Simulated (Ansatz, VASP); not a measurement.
ZnSe: VASP beside Ansatz

INCAR

```
SYSTEM = ZnSe
PREC = Accurate
ENCUT = 520
EDIFF = 1E-6
ISMEAR = 0
SIGMA = 0.05
LREAL = .False.
LASPH = .True.
NELM = 100
ALGO = Normal
ISIF = 2
LWAVE = .False.
LCHARG = .True.
GGA = CA
LELF = .True.
LVHAR = .True.
NBANDS = 16
```

KPOINTS

```
Automatic mesh
0
Gamma
  10 10 10
  0 0 0
```

File POSCAR:

```
ZnSe
1.0
    0.0000000000      2.5617114652      2.7220395975
    2.7220395975      0.0000000000      2.7220395975
    2.7220395975      2.5617114652      0.0000000000
Zn Se
1 1
Direct
    0.0000000000      0.0000000000      0.0000000000
    0.7500000000      0.7500000000      0.7500000000
```

Input for Ansatz:

```yaml
crystal:
  lattice:
    - [0.0, 2.5617114652, 2.7220395975]
    - [2.7220395975, 0.0, 2.7220395975]
    - [2.7220395975, 2.5617114652, 0.0]
  atoms:
    - { symbol: Zn, position: [0.0, 0.0, 0.0] }
    - { symbol: Se, position: [0.75, 0.75, 0.75] }
basis:
  ecutwfc: 520.0
kpoints:
  mp_grid: { grid: [10, 10, 10] }
hamiltonian:
  xc: lda
  pseudopotentials: { kind: paw, azcp: { folder: soft_1 } }
scf:
  occupations: { method: gaussian, width: 0.05 }
output:
  forces: true
  stress: true
  eigenvalues: true
```

Alike in both runs: task single point; functional LDA; k mesh 10 × 10 × 10; occupations gaussian, width 0.05 eV; no spin polarisation.

```csv
,VASP,Ansatz
version,VASP 6.6.1,Ansatz 0.2.0
potentials or method,"VASP PAW LDA potentials, release 64 (Zn, Se), cutoff 520 eV","scalar-relativistic, plane waves, PAW"
valence electrons in the cell,18,28
```

```csv
,VASP,Ansatz,Ansatz less VASP
gap on the k mesh at the Fermi level (eV),1.70,1.65,-0.056
least direct gap on the mesh (eV),1.70,1.65,-0.056
pressure (GPa),12.7,12.1,-0.64
"traceless stress, the component that is largest in VASP (GPa)",1.03,1.05,+0.023
```

Ansatz warns that its potentials were made for another functional, while VASP's fit it. LDA's correlation is that of Perdew and Zunger in VASP and of Perdew and Wang (1992) in Ansatz. VASP's potentials hold 18 valence electrons a cell and Ansatz's 28, so a difference there can come from the potentials and not from the codes.
